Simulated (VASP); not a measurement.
A run of VASP 6.6.1:

INCAR

```
SYSTEM = EuO
PREC = Accurate
ENCUT = 600
EDIFF = 1E-6
ISMEAR = 0
SIGMA = 0.05
LREAL = .False.
LASPH = .True.
NELM = 200
ALGO = Normal
ISIF = 2
LWAVE = .False.
LCHARG = .False.
ISPIN = 2
MAGMOM = 7.26 0
LORBIT = 11
LMAXMIX = 6
GGA = PE
NBANDS = 22
GGA_COMPAT = .False.
```

Contents of KPOINTS:

```
Automatic mesh
0
Gamma
  12 12 12
  0 0 0
```

The input POSCAR:

```
EuO
1.0
    0.0000000000      2.5635929804      2.5635929804
    2.5635929804      0.0000000000      2.5635929804
    2.5635929804      2.5635929804      0.0000000000
Eu O
1 1
Direct
    0.0000000000      0.0000000000      0.0000000000
    0.5000000000      0.5000000000      0.5000000000
```

Potentials or basis: VASP PAW PBE potentials, release 64 (Eu, O).

Command:

```bash
$ cat potpaw_PBE.64/Eu/POTCAR potpaw_PBE.64/O/POTCAR > POTCAR
$ mpirun -np 1 vasp_std > vasp.out
```

Hardware: 1 thread of Oxide Virtual Turin-like Processor (shared host).

**Question.** How long does it take, and how much memory?

**Answer.** It took 110 s on 1 thread of Oxide Virtual Turin-like Processor (shared host), peak memory 0.25 GiB. Counts: scf iterations 16, k points 72.
